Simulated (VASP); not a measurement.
# Si6C in VASP: further runs

Runs on Si6C. Level: PBE. Tasks: single point.

All numbers are computed with VASP 6.6.1; they aren't measurements. Logs are shortened: lines on timing, memory, paths and dates and some standing lists are left out, and cuts for length are marked.

## 1. The cell of the first run

The cell holds a slab with vacuum, 7 atoms: a = 3.851 Å, b = 3.851 Å, c = 22.532 Å, α = 90.00°, β = 90.00°, γ = 120.00°.

## 2. Single point, PBE, collinear spin

File INCAR:

```
SYSTEM = Si6C
ALGO = Normal ; DIPOL = 0.5 0.5 0.362
EDIFF = 1E-6 ; ENCUT = 520
GGA = PE ; IDIPOL = 3
ISIF = 2 ; ISMEAR = 0
ISPIN = 2 ; LASPH = .TRUE.
LCHARG = .FALSE. ; LDIPOL = .TRUE.
LORBIT = 11 ; LREAL = .FALSE.
LWAVE = .FALSE. ; MAGMOM = 0 0 0 0 0 0 2
NBANDS = 27 ; NELM = 150
PREC = Accurate ; SIGMA = 0.05
```

File KPOINTS:

```
k-points
0
G
  9 9 1
  0 0 0
```

File POSCAR:

```
Si6C
1.0
    3.8510822306      0.0000000000      0.0000000000
   -1.9255411153      3.3351350437      0.0000000000
    0.0000000000      0.0000000000     22.5320434164
Si C
6 1
Direct
    0.6666666667      0.3333333334      0.1775249553
    0.3333333333      0.6666666666      0.2130781056
    0.3333333333      0.6666666666      0.3187611699
    0.6666666667      0.3333333334      0.3526876073
    0.6666666667      0.3333333334      0.4598253220
    0.3333333333      0.6666666666      0.4896157536
    0.3333333333      1.1666666666      0.5208446470
```

Potentials or basis: VASP PAW PBE potentials, release 64 (Si, C).

The run is started by

```
$ cat potpaw_PBE.64/Si/POTCAR potpaw_PBE.64/C/POTCAR > POTCAR
$ mpirun -np 1 vasp_std > vasp.out
```

OUTCAR:

```text
SYSTEM = Si6C
   EDIFF = 1E-6
   ENCUT = 520
   GGA = PE
   ISIF = 2
   ISMEAR = 0
   ISPIN = 2
   LASPH = .TRUE.
   LORBIT = 11
   LREAL = .FALSE.
   NELM = 150
   PREC = Accurate

 ion  position               nearest neighbor table
   1  0.667  0.333  0.178-   2 2.36   2 2.36   2 2.36
   2  0.333  0.667  0.213-   1 2.36   1 2.36   1 2.36   3 2.38
   3  0.333  0.667  0.319-   4 2.35   4 2.35   4 2.35   2 2.38
   4  0.667  0.333  0.353-   3 2.35   3 2.35   3 2.35   5 2.41
   5  0.667  0.333  0.460-   7 1.77   6 2.32   6 2.32   6 2.32   4 2.41
   6  0.333  0.667  0.490-   7 2.05   7 2.05   5 2.32   5 2.32   5 2.32
   7  0.333  0.167  0.521-   5 1.77   6 2.05   6 2.05

  LATTYP: Found a hexagonal cell.
 ALAT       =     3.8510822306
 C/A-ratio  =     5.8508341467

  Lattice vectors:

 A1 = (   3.8510822306,   0.0000000000,   0.0000000000)
 A2 = (  -1.9255411153,   3.3351350437,   0.0000000000)
 A3 = (   0.0000000000,   0.0000000000,  22.5320434164)

Analysis of symmetry for initial positions (statically):
=====================================================================
 Subroutine PRICEL returns:
 Original cell was already a primitive cell.

 Routine SETGRP: Setting up the symmetry group for a
 hexagonal supercell.

 Subroutine GETGRP returns: Found  2 space group operations
 (whereof  2 operations were pure point group operations)
 out of a pool of 24 trial point group operations.

The static configuration has the point symmetry C_1h.

Analysis of symmetry for dynamics (positions and initial velocities):
=====================================================================
 Subroutine PRICEL returns:
 Original cell was already a primitive cell.

 Routine SETGRP: Setting up the symmetry group for a
 hexagonal supercell.

 Subroutine GETGRP returns: Found  2 space group operations
 (whereof  2 operations were pure point group operations)
 out of a pool of 24 trial point group operations.

The dynamic configuration has the point symmetry C_1h.

Analysis of structural, dynamic, and magnetic symmetry:
=====================================================================
 Subroutine PRICEL returns:
 Original cell was already a primitive cell.

 Routine SETGRP: Setting up the symmetry group for a
 hexagonal supercell.

 Subroutine GETGRP returns: Found  2 space group operations
 (whereof  2 operations were pure point group operations)
 out of a pool of 24 trial point group operations.

The overall configuration has the point symmetry C_1h.

 Subroutine INISYM returns: Found  2 space group operations
 (whereof  2 operations are pure point group operations),
 and found     1 'primitive' translations

----------------------------------------------------------------------------------------

                                     Primitive cell

  volume of cell :     289.3988

  direct lattice vectors                    reciprocal lattice vectors
     3.851082231  0.000000000  0.000000000     0.259667268  0.149918967  0.000000000
    -1.925541115  3.335135044  0.000000000     0.000000000  0.299837934  0.000000000
     0.000000000  0.000000000 22.532043416     0.000000000  0.000000000  0.044381239

  length of vectors
     3.851082231  3.851082231 22.532043416     0.299837934  0.299837934  0.044381239

  position of ions in fractional coordinates (direct lattice)
     0.666666667  0.333333333  0.177524955
     0.333333333  0.666666667  0.213078106
     0.333333333  0.666666667  0.318761170
     0.666666667  0.333333333  0.352687607
     0.666666667  0.333333333  0.459825322
     0.333333333  0.666666667  0.489615754
     0.333333333  0.166666667  0.520844647

  ion indices of the primitive-cell ions
   primitive index   ion index
                 1           1
                 2           2
                 3           3
                 4           4
                 5           5
                 6           6
                 7           7

----------------------------------------------------------------------------------------

 KPOINTS: k-points

Automatic generation of k-mesh.
 Grid dimensions read from file:
 generate k-points for:    9    9    1

 Generating k-lattice:

  Cartesian coordinates                     Fractional coordinates (reciprocal lattice)
     0.028851919  0.016657663  0.000000000     0.111111111 -0.000000000  0.000000000
     0.000000000  0.033315326  0.000000000     0.000000000  0.111111111  0.000000000
     0.000000000  0.000000000  0.044381239     0.000000000  0.000000000  1.000000000

  Length of vectors
     0.033315326  0.033315326  0.044381239

  Shift w.r.t. Gamma in fractional coordinates (k-lattice)
     0.000000000  0.000000000  0.000000000

 Subroutine IBZKPT returns following result:
 ===========================================

 Found     25 irreducible k-points:

 Following reciprocal coordinates:
            Coordinates               Weight
  0.000000  0.000000  0.000000      1.000000
  0.111111  0.000000  0.000000      2.000000
  0.000000  0.111111  0.000000      4.000000
  0.222222 -0.000000  0.000000      2.000000
  0.000000  0.222222  0.000000      4.000000
  0.333333  0.000000  0.000000      2.000000
[... 16 lines left out ...]
 -0.222222 -0.444444  0.000000      4.000000
  0.444444  0.333333  0.000000      4.000000
   k-points           NKPTS =     25   k-points in BZ     NKDIM =     25   number of bands    NBANDS=     27
   number of dos      NEDOS =    301   number of ions     NIONS =      7
   total plane-waves  NPLWV = 151200
   dimension x,y,z NGX =    30 NGY =   30 NGZ =  168
   dimension x,y,z NGXF=    60 NGYF=   60 NGZF=  336
   ions per type =               6   1
   NGX,Y,Z   is equivalent  to a cutoff of  12.95, 12.95, 12.40 a.u.
   NGXF,Y,Z  is equivalent  to a cutoff of  25.90, 25.90, 24.79 a.u.
 SYSTEM =  Si6C
   PREC   = accura    normal or accurate (medium, high low for compatibility)
   ISTART =      0    job   : 0-new  1-cont  2-samecut
   ICHARG =      2    charge: 1-file 2-atom 10-const
   ISPIN  =      2    spin polarized calculation?
   LNONCOLLINEAR =      F non collinear calculations
   LSORBIT =      F    spin-orbit coupling
   LASPH  =      T    aspherical Exc in radial PAW
   ENCUT  =  520.0 eV  38.22 Ry    6.18 a.u.   7.16  7.16 41.89*2*pi/ulx,y,z
   NELM   =    150;   NELMIN=  2; NELMDL= -5     # of ELM steps
   EDIFF  = 0.1E-05   stopping-criterion for ELM
   LREAL  =      F    real-space projection
   EDIFFG = 0.1E-04   stopping-criterion for IOM
   NSW    =      0    number of steps for IOM
   IBRION =     -1    ionic relax: 0-MD 1-quasi-New 2-CG
   NFREE  =      0    steps in history (QN), initial steepest desc. (CG)
   ISIF   =      2    stress and relaxation
   ISYM   =      2    0-nonsym 1-usesym 2-fastsym
   POTIM  = 0.5000    time-step for ionic-motion
   TEBEG  =    0.0;   TEEND  =   0.0 temperature during run
   PSTRESS=    0.0 pullay stress
   NELECT =      28.0000    total number of electrons
   NUPDOWN=      -1.0000    fix difference up-down
   EMIN   =  10.00;   EMAX   =-10.00  energy-range for DOS
   EFERMI =   0.00;   METHOD = LEGACY
   ISMEAR =     0;   SIGMA  =   0.05  broadening in eV -4-tet -1-fermi 0-gaus
   EFERMI_NEDOS =   21; number of points for ismear=-14 and -15
   IALGO  =     38    algorithm
   IMIX   =      4    mixing-type and parameters
     AMIX     =   0.40;   BMIX     =  1.00
     AMIX_MAG =   1.60;   BMIX_MAG =  1.00
  volume/ion in A,a.u.               =      41.34       278.99
  Fermi-wavevector in a.u.,A,eV,Ry     =   0.751557  1.420237  7.685086  0.564838
  Thomas-Fermi vector in A             =   1.848566
   LORBIT       =     11    0 simple, 1 ext, 2 COOP (PROOUT), +10 PAW based schemes
   GGA     = PE    functional components
   LHFCALC =     F    Hartree Fock is set to
   AEXX    =    0.0000 exact exchange contribution
   IVDW    =     0    specifies the selected vdW correction
   LEPSILON=     F    determine dielectric tensor
   LRPA    =     F    only Hartree local field effects (RPA)
 spin polarized calculation
 Gauss-broadening in eV      SIGMA  =   0.05
  energy-cutoff  :      520.00
  volume of cell :      289.40
 maximum number of plane-waves:      7845
 NGX is ok and might be reduce to    30
   NGX = 15   NGY = 15   NGZ = 83

 dipolmoment           0.000000      0.000000     -0.149233 electrons x Angstroem

 number of electron      28.0000002 magnetization       0.0128968

 number of electron      28.0000002 magnetization      -0.7130856

 dipolmoment           0.000000      0.000000      0.099290 electrons x Angstroem

 Free energy of the ion-electron system (eV)
  ---------------------------------------------------
  ext. energy  EPLUGINS =         0.00000000
  ---------------------------------------------------
  free energy    TOTEN  =       -36.13512335 eV

  energy without entropy =      -36.13206146  energy(sigma->0) =      -36.13359241

 E-fermi :  -0.5099     XC(G=0):  -4.7869

 val. band max:       -0.5261155464   @ k =   0.4444   0.3333   0.0000
 cond. band min:      -0.5080498852   @ k =   0.1111   0.0000   0.0000
 fundamental gap:      0.0180656612
 Fermi energy:        -0.5098569973

 spin component 1

 k-point     1 :       0.0000    0.0000    0.0000
  band No.  band energies     occupation
      1     -14.3464      1.00000
      2     -11.9524      1.00000
      3     -10.7289      1.00000
      4      -7.7487      1.00000
      5      -5.3052      1.00000
      6      -4.9061      1.00000
[... 18 lines left out ...]
     25       4.0808      0.00000
     26       4.7349      0.00000

 k-point     2 :       0.1111    0.0000    0.0000
  band No.  band energies     occupation
      1     -14.2479      1.00000
      2     -11.8129      1.00000
      3     -10.5883      1.00000
      4      -7.7028      1.00000
      5      -5.3230      1.00000
      6      -5.0162      1.00000
[... 630 lines left out ...]
 k-point    24 :       0.4444    0.3333    0.0000
  band No.  band energies     occupation
      1     -12.9012      1.00000
      2      -9.7092      1.00000
      3      -9.2008      1.00000
      4      -8.5052      1.00000
      5      -7.8191      1.00000
      6      -6.8384      1.00000
[... 18 lines left out ...]
     25       6.0283      0.00000
     26       6.5127      0.00000

 [... further k-points ...]

 spin component 2

 k-point     1 :       0.0000    0.0000    0.0000
  band No.  band energies     occupation
      1     -14.2981      1.00000
      2     -12.0594      1.00000
      3     -10.8837      1.00000
      4      -7.7753      1.00000
      5      -5.5407      1.00000
      6      -4.8803      1.00000
[... 18 lines left out ...]
     25       3.7657      0.00000
     26       4.7397      0.00000

 k-point     2 :       0.1111    0.0000    0.0000
  band No.  band energies     occupation
      1     -14.1991      1.00000
      2     -11.9198      1.00000
      3     -10.7435      1.00000
      4      -7.7276      1.00000
      5      -5.5423      1.00000
      6      -4.9906      1.00000
[... 630 lines left out ...]
 k-point    24 :       0.4444    0.3333    0.0000
  band No.  band energies     occupation
      1     -12.8398      1.00000
      2      -9.7941      1.00000
      3      -9.2185      1.00000
      4      -8.5683      1.00000
      5      -8.0680      1.00000
      6      -6.9382      1.00000
[... 18 lines left out ...]
     25       5.8881      0.00000
     26       6.2631      0.00000

 [... further k-points ...]

 [bands above 26 left out]

------------------------ aborting loop because EDIFF is reached ----------------------------------------

 vacuum level on the upper side and lower side of the slab       (xc-potential included)         0.683        -0.683

  FORCE on cell =-STRESS in cart. coord.  units (eV):
  Direction    XX          YY          ZZ          XY          YZ          ZX
  --------------------------------------------------------------------------------------
  -------------------------------------------------------------------------------------
  Total        2.7836429     -1.7669176      1.1796883      3.9409010     -1.0171419     -1.7617412
  in kB       15.4108751     -9.7820546      6.5310205     21.8177172     -5.6311271     -9.7533971
  external PRESSURE =       4.0532803 kB  Pullay stress =       0.0000000 kB

 VOLUME and BASIS-vectors are now :
 -----------------------------------------------------------------------------
  energy-cutoff  :      520.00
  volume of cell :      289.40
      direct lattice vectors                 reciprocal lattice vectors
     3.851082231  0.000000000  0.000000000     0.259667268  0.149918967  0.000000000
    -1.925541115  3.335135044  0.000000000     0.000000000  0.299837934  0.000000000
     0.000000000  0.000000000 22.532043416     0.000000000  0.000000000  0.044381239

 POSITION                                       TOTAL-FORCE (eV/Angst)
 -----------------------------------------------------------------------------------
      1.92554      1.11171      4.00000        -0.016087     -0.009288      0.470533
     -0.00000      2.22342      4.80109         0.010067      0.005812     -0.647057
     -0.00000      2.22342      7.18234         0.022092      0.012755      0.049336
      1.92554      1.11171      7.94677        -0.081241     -0.046905      0.330556
      1.92554      1.11171     10.36080         1.888814      1.090508     -2.487109
     -0.00000      2.22342     11.03204        -0.814931     -0.470501      2.268843
      0.96277      0.55586     11.73569        -1.008715     -0.582382      0.014897
 -----------------------------------------------------------------------------------
    total drift:                                0.000033      0.000019     -0.000009

  FREE ENERGIE OF THE ION-ELECTRON SYSTEM (eV)
  ---------------------------------------------------
  free  energy   TOTEN  =       -36.1351233492 eV

  energy  without entropy=      -36.1320614639  energy(sigma->0) =      -36.13359241

 vacuum level on the upper side and lower side of the slab         5.574         4.175

 total charge

# of ion       s       p       d       tot
------------------------------------------
    1        0.794   0.846   0.000   1.640
    2        0.756   0.913   0.000   1.668
    3        0.761   0.916   0.000   1.677
    4        0.761   0.914   0.000   1.675
    5        0.774   0.952   0.000   1.726
    6        0.765   0.839   0.000   1.604
    7        0.926   1.373   0.000   2.299
--------------------------------------------------
tot          5.536   6.753   0.000  12.290

 magnetization (x)

# of ion       s       p       d       tot
------------------------------------------
    1       -0.035  -0.170   0.000  -0.205
    2       -0.003  -0.015   0.000  -0.017
    3       -0.008  -0.034   0.000  -0.042
    4       -0.002  -0.008   0.000  -0.010
    5       -0.001  -0.001   0.000  -0.002
    6       -0.002   0.003   0.000   0.001
    7        0.001   0.038   0.000   0.039
--------------------------------------------------
tot         -0.050  -0.186   0.000  -0.236
```

It took 15 min on 1 thread of Intel Xeon Platinum 8259CL at 2.50GHz (Skylake/Cascade Lake), shared host; peak memory 0.67 GiB.

Results:

```
Free energy                                           : -36.1351 eV
Largest force                                         : 3.308 eV/Å
Net moment                                            : -0.71 μB per cell
Site moments                                          : Si -0.20, -0.02, -0.04, -0.01, -0.00, +0.00; C +0.04 μB
Valence electrons inside the program's atomic spheres : Si 1.64, 1.67, 1.68, 1.73, 1.60 (each value once); C 2.30
```

Forces on the atoms (eV/Å):
```
Si  -0.016 -0.009  0.471
Si   0.010  0.006 -0.647
Si   0.022  0.013  0.049
Si  -0.081 -0.047  0.331
Si   1.889  1.091 -2.487
Si  -0.815 -0.471  2.269
C   -1.009 -0.582  0.015
```

Caveat: a moment this small can come from the mesh or the smearing.

[end of part 1 of 2]
